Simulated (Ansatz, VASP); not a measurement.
## One calculation of NiO, two programs

Contents of INCAR:

```
SYSTEM = NiO
  PREC = Accurate
  ENCUT = 520
  EDIFF = 1E-8
  ISMEAR = -1
  SIGMA = 0.03
  LREAL = .False.
  LASPH = .True.
  NELM = 150
  ALGO = Normal
  ISIF = 2
  LWAVE = .False.
  LCHARG = .False.
  ISPIN = 2
  MAGMOM = 1.5 0
  LORBIT = 11
  LMAXMIX = 4
  GGA = PE
  LEFG = .True.
  NBANDS = 19
```

File KPOINTS:

```
regular mesh
0
Gamma
  16 16 16
  0 0 0
```

File POSCAR:

```
NiO
1.0
    0.0000000000      2.1293583397      2.1293583397
    2.1293583397      0.0000000000      2.1293583397
    2.1293583397      2.1293583397      0.0000000000
Ni O
1 1
Direct
    0.0000000000      0.0000000000      0.0000000000
    0.5000000000      0.5000000000      0.5000000000
```

Input for Ansatz:

```yaml
crystal:
  lattice:
    - [0.0, 2.1293583397, 2.1293583397]
    - [2.1293583397, 0.0, 2.1293583397]
    - [2.1293583397, 2.1293583397, 0.0]
  atoms:
    - { symbol: Ni, position: [0.0, 0.0, 0.0], spin: 1.5 }
    - { symbol: O, position: [0.5, 0.5, 0.5] }
magnetization:
  spin_polarized: true
kpoints:
  mp_grid: { grid: [16, 16, 16] }
scf:
  occupations: { method: fermi_dirac, width: 0.03 }
hamiltonian:
  xc: pbe
  pseudopotentials: { kind: paw }
output:
  forces: true
  stress: true
  eigenvalues: true
  efg: { contact_densities: true }
```

Change from the starting cell: volume scaled by 1.03, PAW files.

Alike in both runs: task electric field gradients; functional PBE; k mesh 16 × 16 × 16; occupations fermi-dirac, width 0.03 eV; collinear spin.

|  | VASP | Ansatz |
| --- | --- | --- |
| version | VASP 6.6.1 | Ansatz 0.2.0 |
| potentials or method | VASP PAW PBE potentials, release 64 (Ni, O) | PAW with Ansatz's default frozen-core files, scalar-relativistic |
| plane-wave cutoff (eV) | 520 | 420 |
| valence electrons in the cell | 16 | 24 |

|  | VASP | Ansatz | Ansatz less VASP |
| --- | --- | --- | --- |
| pressure (GPa) | -5.1 | -4.7 | +0.39 |
| net moment per atom (μB) | 0.92 | 0.94 | +0.015 |
| size of the moment on the site where the two differ most (μB) | 0.29 | 0.31 | +0.023 |

Site moments also hang on the region over which each program counts them. With one functional, cell and mesh, what is left measures potentials, basis and numerics. VASP's potentials hold 16 valence electrons a cell and Ansatz's 24, so a difference there can come from the potentials and not from the codes.
